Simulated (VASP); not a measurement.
**TiO2: single point with LDA+U**

TiO2:

```xyz
6
Lattice="-1.9020 1.9020 4.8070 1.9020 -1.9020 4.8070 1.9020 1.9020 -4.8070" Properties=species:S:1:pos:R:3 pbc="T T T"
Ti    0.0000    0.0000    0.0000
Ti    0.0000    1.9020    2.4035
O     0.0000    0.0000    1.9959
O     0.0000    1.9020    4.3994
O     0.0000    1.9020    0.4076
O     0.0000    0.0000    7.6181
```

```json
{
  "Program": "VASP 6.6.1",
  "Task": "single point",
  "Functional": "LDA",
  "Potentials or basis": "VASP PAW LDA potentials, release 64 (Ti_sv, O)",
  "Cutoff": "520 eV",
  "k mesh": "5 × 5 × 7",
  "Occupations": "fermi-dirac, width 0.05 eV",
  "Spin": "collinear spin, zero start",
  "Starting moments": "[0.0, 0.0, 0.0, 0.0, 0.0, 0.0] μB",
  "Fixed moment": "0 μB",
  "Hubbard terms": "Ti d U = 3.0 eV"
}
```

| Quantity | Value |
| --- | --- |
| Pressure | -4.3 GPa |
| Largest force | 0.122 eV/Å |
| Net moment | 0.00 μB per cell |
| Valence electrons inside the program's atomic spheres | Ti 10.19; O 5.05 |

Forces on the atoms (eV/Å):
```
Ti   0.000  0.000  0.000
Ti   0.000  0.000  0.000
O    0.000  0.000 -0.122
O    0.000  0.000 -0.122
O    0.000  0.000  0.122
O    0.000  0.000  0.122
```

Stress tensor (GPa, compression positive):
```
-3.93  0.00  0.00
 0.00 -3.93  0.00
 0.00  0.00 -5.03
```

Eigenvalues of the final occupation matrices:
```tsv
site	spin	trace	eigenvalues
site 1 d	1	0.84	0.11 0.11 0.11 0.25 0.25
site 1 d	2	0.84	0.11 0.11 0.11 0.25 0.25
site 2 d	1	0.84	0.11 0.11 0.11 0.25 0.25
site 2 d	2	0.84	0.11 0.11 0.11 0.25 0.25
```

Wall time 6.8 min on 1 thread of Intel(R) Xeon(R) 6975P-C (Granite Rapids), with other jobs on the host, peak memory 0.43 GiB.

Caveat: the cell stands under tension; the total moment is fixed, so each spin has its own Fermi level.
